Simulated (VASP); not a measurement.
Set up this calculation in VASP 6.6.1, as the native input.

| Item | Value |
| --- | --- |
| Task | single point |
| Functional | r2SCAN |
| Potentials or basis | VASP PAW PBE potentials, release 64 (Si, C) |
| Cutoff | 520 eV |
| k mesh | 10 × 10 × 10 |
| Occupations | gaussian, width 0.01 eV |
| Spin | no spin polarisation |
| Dipole correction | no |
| Further INCAR settings | ALGO = Normal; EDIFF = 1e-07; NBANDS = 11 |

The system is SiC.

```
CELL_PARAMETERS angstrom
0.00000 2.21159 2.17805
2.21159 0.00000 2.17805
2.21159 2.21159 0.00000
ATOMIC_POSITIONS crystal
Si 0.00000 0.00000 0.00000
C 0.25000 0.25000 0.25000
```

This cell differs from its parent crystal: biaxial xy strain +1.5%.

These files were run (other wordings do the same):

POSCAR

```
SiC
1.0
    0.0000000000      2.2115943538      2.1780523476
    2.2115943538      0.0000000000      2.1780523476
    2.2115943538      2.2115943538      0.0000000000
Si C
1 1
Direct
    0.0000000000      0.0000000000      0.0000000000
    0.2500000000      0.2500000000      0.2500000000
```

INCAR.step1

```
  PREC = Accurate
  ENCUT = 520
  ISMEAR = 0
  SIGMA = 0.01
  LREAL = F
  LASPH = T
  NELM = 60
  NBANDS = 11
  GGA = PE
  ALGO = Normal
  EDIFF = 1E-4
  LWAVE = T
  LCHARG = F
```

INCAR.step2

```
  PREC = Accurate
  ENCUT = 520
  EDIFF = 1E-7
  ISMEAR = 0
  SIGMA = 0.01
  LREAL = F
  LASPH = T
  NELM = 60
  ALGO = Normal
  ISIF = 2
  LWAVE = F
  LCHARG = F
  METAGGA = R2SCAN
  LMIXTAU = T
  NBANDS = 11
  ISTART = 1
```

KPOINTS

```
Automatic mesh
0
Gamma
  10 10 10
```

Potentials or basis: VASP PAW PBE potentials, release 64 (Si, C).

The run is started by

```console
$ cat potpaw_PBE.64/Si/POTCAR potpaw_PBE.64/C/POTCAR > POTCAR
$ cp INCAR.step1 INCAR
$ mpirun -np 1 vasp_std > vasp.out
$ cp INCAR.step2 INCAR
$ mpirun -np 1 vasp_std > vasp.out
```

Results of the run:

The pressure is -6.7 GPa and the band gap on the k mesh is 1.58 eV, indirect (least direct gap 5.00 eV).

Caveat: the cell differs from its parent crystal (biaxial xy strain +1.5%); the PAW data sets were made with another functional, which shifts forces and pressure a little.

Wall time 29 s on 1 thread of Intel(R) Xeon(R) 6975P-C (Granite Rapids), with other jobs on the host, peak memory 0.15 GiB.
